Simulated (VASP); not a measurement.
CoO: single point with PBE+U

The system is CoO.

```
Co O
1.0
    -1.46666    1.46666    2.04949
     1.46666   -1.46666    2.04949
     1.46666    1.46666   -2.04949
Co O
1 1
Cartesian
  0.0000 0.0000 0.0000
  0.0000 0.0000 2.0495
```

```
Program             : VASP 6.6.1
Task                : single point
Functional          : PBE
Potentials or basis : VASP PAW PBE potentials, release 64 (Co, O)
Cutoff              : 520 eV
k mesh              : 12 × 12 × 12
Occupations         : gaussian, width 0.02 eV
Spin                : no spin polarisation
Hubbard terms       : Co d U = 3.32 eV
```

* Pressure: -5.5 GPa
* Band gap on the k mesh: zero (an odd number of electrons rules out a gap without spin polarisation)

Stress tensor (GPa, compression positive):
```
-5.90  0.00  0.00
 0.00 -5.90  0.00
 0.00  0.00 -4.84
```

Levels at points of the mesh, in eV from the Fermi level:
```
           k point  band 4  band 5  band 6  band 7  band 8  band 9  band 10  band 11  band 12  band 13
(0.00, 0.00, 0.00)   -3.75   -3.26   -3.26   -3.15   -1.11   -1.07     1.72    17.24    18.24    18.24
(0.50, 0.00, 0.00)   -6.09   -2.13   -2.12   -1.68    1.75    1.87     5.45    10.32    14.26    14.55
(0.50, 0.50, 0.00)   -4.98   -4.36   -1.93   -1.90   -0.59    0.01     7.03    10.37    11.85    17.03
(0.50, 0.50, 0.50)   -5.06   -4.31   -1.94   -1.94   -0.59    0.05     7.02    10.52    11.71    16.99
```

Eigenvalues of the final occupation matrices:
```
    site  spin  trace               eigenvalues
site 1 d     1   3.72  0.41 0.43 0.96 0.96 0.96
site 1 d     2   3.72  0.41 0.43 0.96 0.96 0.96
```

Run time: 18 s on 1 thread of Intel(R) Xeon(R) 6975P-C (Granite Rapids), on a shared host, peak memory 0.17 GiB.

Caveat: the cell stands under tension; an odd number of electrons without spin polarisation forces a metal; a magnetic or distorted state may lie lower; the run has no spin polarisation, though such a crystal can be magnetic; U without spin polarisation on a metal has little footing. Spin polarisation is off, so any magnetic state and its effect on volume and gap are missing.
